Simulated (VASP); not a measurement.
Wanted: the native input for a VASP 6.6.1 run.

```yaml
Task: relaxation of cell and atoms
Functional: PBEsol
Potentials_or_basis: VASP PAW PBE potentials, release 64 (H)
Cutoff: 600 eV
k_mesh: 10 × 10 × 11
Occupations: gaussian, width 0.1 eV
Spin: no spin polarisation
Dipole_correction: no
Further_INCAR_settings: ALGO = Normal; EDIFF = 1e-07; IBRION = 2; EDIFFG = -0.01; NSW = 60; ISIF = 3
```

The structure of H lies in POSCAR:

```
H
1.0
    3.1559298000      0.0000000000      0.0000000000
   -0.4706259817      3.1206416148      0.0000000000
   -1.3426519094     -1.5603208076      2.3921909895
H
2
Direct
    0.0408070000      0.1163320000      0.9971720000
    0.8913900000      0.9295170000      0.9622590000
```

This cell differs from its parent crystal: atoms moved at random.

One way to write it, as run:

INCAR

```
PREC = Accurate ; ENCUT = 600
EDIFF = 1E-7 ; ISMEAR = 0
SIGMA = 0.1 ; LREAL = F
LASPH = T ; NELM = 80
ALGO = Normal ; ISIF = 3
LWAVE = F ; LCHARG = F
GGA = PS ; IBRION = 2
NSW = 60 ; EDIFFG = -0.01
```

KPOINTS

```
Automatic mesh
0
Gamma
  10 10 11
```

Potentials or basis: VASP PAW PBE potentials, release 64 (H).

Command:

```console
$ cat potpaw_PBE.64/H/POTCAR > POTCAR
$ mpirun -np 1 vasp_std > vasp.out
```

Results of the run:

```yaml
Relaxed_volume: 11.96 Å³/atom
Relaxed_cell: a = 3.172 Å, b = 3.180 Å, c = 3.172 Å, α = 115.57°, β = 115.48°, γ = 97.86°
Space_group_after_relaxing_to_0.05_Å: C2/m (No. 12)
Energy_gained_by_relaxing: 179.0 meV/atom
Ionic_steps: 11
Pressure_after_relaxing: 0.1 GPa
Largest_force_after_relaxing: 0.009 eV/Å
Band_gap_on_the_k_mesh: 8.25 eV, indirect (least direct gap 8.99 eV)
```

Caveat: the cell differs from its parent crystal (atoms moved at random); the PAW data sets were made with another functional, which shifts forces and pressure a little.

Wall time 2.6 min on 1 thread of Intel(R) Xeon(R) Platinum 8488C (Sapphire Rapids), with other jobs on the host, peak memory 0.2 GiB.
